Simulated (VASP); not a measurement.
Ga2O3, 10 atoms in the cell. Symmetry: C2/m, No. 12, monoclinic system. Conventional cell: a = 12.049 Å, b = 2.996 Å, c = 5.720 Å, α = 90.00°, β = 103.83°, γ = 90.00°. Ga (site symmetry m) has 6 O at 1.91 to 2.05 Å within 2.5 Å. Within 2.4 Å of Ga (site symmetry m) lie 4 O at 1.81 to 1.84 Å. Within 2.4 Å of O (site symmetry m) lie 3 Ga at 1.81 to 1.91 Å. O (site symmetry m) has 4 Ga at 1.84 to 2.05 Å within 2.4 Å. Within 2.4 Å of O (site symmetry m) lie 3 Ga at 1.81 to 1.91 Å. 

- Program: VASP 6.6.1
- Task: single point
- Functional: PBE
- Potentials or basis: VASP PAW PBE potentials, release 64 (Ga_d, O)
- Cutoff: 520 eV
- k mesh: 9 × 9 × 5
- Occupations: fermi-dirac, width 0.05 eV
- Spin: no spin polarisation
- Dipole correction: no
- Further INCAR settings: ALGO = Normal; EDIFF = 1e-07; NBANDS = 55

Potentials or basis: VASP PAW PBE potentials, release 64 (Ga_d, O).

Run with:

```console
$ cat potpaw_PBE.64/Ga_d/POTCAR potpaw_PBE.64/O/POTCAR > POTCAR
$ mpirun -np 1 vasp_std > vasp.out
```

Hardware: 1 thread of Intel(R) Xeon(R) 6975P-C (Granite Rapids), on a shared host.

Question: How long does it take, and how much memory?

Answer: Run time: 12 min on 1 thread of Intel(R) Xeon(R) 6975P-C (Granite Rapids), on a shared host, peak memory 0.62 GiB. Counts: scf iterations 17, k points 115.
